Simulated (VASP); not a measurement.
Runs of VASP 6.6.1 on AlN. The structure is that of space group Fm-3m (No. 225), or close to it. The cells are those of the table. 

```tsv
task	cell	gap on the mesh (eV)	pressure (GPa)
single point	a = 2.852 Å, angles 60.0°, 2 atoms	4.53	-3.9
single point	a = 2.797 Å, angles 60.0°, 2 atoms	5.07	13.2
electric field gradients	a = 2.797 Å, angles 60.0°, 2 atoms	5.07	13.2
single point	a = 2.811 Å, angles 59.3°, 2 atoms	(a)	(b)
electric field gradients	a = 2.811, b = 2.811, c = 2.797 Å, angles 60.2, 60.2, 59.7°, 2 atoms	4.93	10.1
```

Alike in all rows: level LDA; potentials or basis VASP PAW LDA potentials, release 64 (Al, N); no spin polarisation; k mesh 12 × 12 × 12; cutoff (eV) 520; smearing fermi-dirac 0.01 eV.

Fill in the values left out.

(a) 4.84; (b) 13.3.

A k mesh can miss the band edges.
